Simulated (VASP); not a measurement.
Here is a VASP 6.6.1 calculation.

File INCAR:

```
PREC = Accurate
ENCUT = 600
EDIFF = 1E-6
ISMEAR = -1
SIGMA = 0.15
LREAL = False
LASPH = True
NELM = 100
ALGO = Normal
ISIF = 3
LWAVE = False
LCHARG = False
GGA = PE
IBRION = 2
NSW = 80
EDIFFG = -0.001
PSTRESS = 20.0
```

KPOINTS

```
Automatic mesh
0
Gamma
  12 12 12
```

File POSCAR:

```
InAs
1.0
    0.0000000000      3.0937808095      3.0937808095
    3.0937808095      0.0000000000      3.0937808095
    3.0937808095      3.0937808095      0.0000000000
In As
1 1
Direct
    0.0000000000      0.0000000000      0.0000000000
    0.7500000000      0.7500000000      0.7500000000
```

Potentials or basis: VASP PAW PBE potentials, release 64 (In_d, As).

The run is started by

```bash
$ cat potpaw_PBE.64/In_d/POTCAR potpaw_PBE.64/As/POTCAR > POTCAR
$ mpirun -np 1 vasp_std > vasp.out
```

(1) Estimate the space group after relaxing (to 0.05 Å).

(2) What does it give for the relaxed cell?

(3) Predict the relaxed volume.

Results:

(1) F-43m (No. 216).

(2) a = 4.322 Å, b = 4.322 Å, c = 4.322 Å, α = 60.00°, β = 60.00°, γ = 60.00°.

(3) 28.55 Å³/atom.

Caveat: the cell is relaxed towards a set pressure, so the enthalpy falls and the energy may rise.
